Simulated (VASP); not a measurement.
## Si: single point with r2SCAN+D4

Si:

```
Si
1.0
     0.00000    2.68506    2.68506
     2.68506    0.00000    2.68506
     2.68506    2.68506    0.00000
Si
2
Direct
  0.50000 0.50000 0.50000
  0.75000 0.75000 0.75000
```

- Program: VASP 6.6.1
- Task: single point
- Functional: r2SCAN
- Dispersion: D4
- Potentials or basis: VASP PAW PBE potentials, release 64 (Si)
- Cutoff: 520 eV
- k mesh: 8 × 8 × 8
- Occupations: fermi-dirac, width 0.05 eV
- Spin: no spin polarisation
- Dipole correction: no
- Further INCAR settings: ALGO = Normal; EDIFF = 1e-06; NBANDS = 11

```
Pressure                   : 3.2 GPa
Band gap on the k mesh     : 0.76 eV, indirect (least direct gap 2.77 eV)
Dispersion energy per atom : -0.123 eV
```

Levels at points of the mesh, in eV from the valence-band top:
| k point | band 1 | band 2 | band 3 | band 4 | band 5 | band 6 | band 7 | band 8 | band 9 |
| --- | --- | --- | --- | --- | --- | --- | --- | --- | --- |
| (0.00, 0.00, 0.00) | -12.77 | 0.00 | 0.00 | 0.00 | 2.77 | 2.77 | 2.77 | 4.41 | 8.14 |
| (0.50, 0.00, 0.00) | -10.23 | -7.44 | -1.30 | -1.30 | 2.02 | 3.57 | 3.57 | 8.40 | 11.25 |
| (0.50, 0.50, 0.00) | -8.27 | -8.27 | -3.11 | -3.11 | 0.85 | 0.85 | 11.20 | 11.20 | 11.73 |

Wall time 33 s on 1 thread of Intel(R) Xeon(R) Platinum 8488C (Sapphire Rapids), on a shared host, peak memory 0.15 GiB.

Caveat: the PAW data sets were made with another functional, which shifts forces and pressure a little. r2SCAN opens gaps a little over a GGA but as a rule still falls short of measured ones.
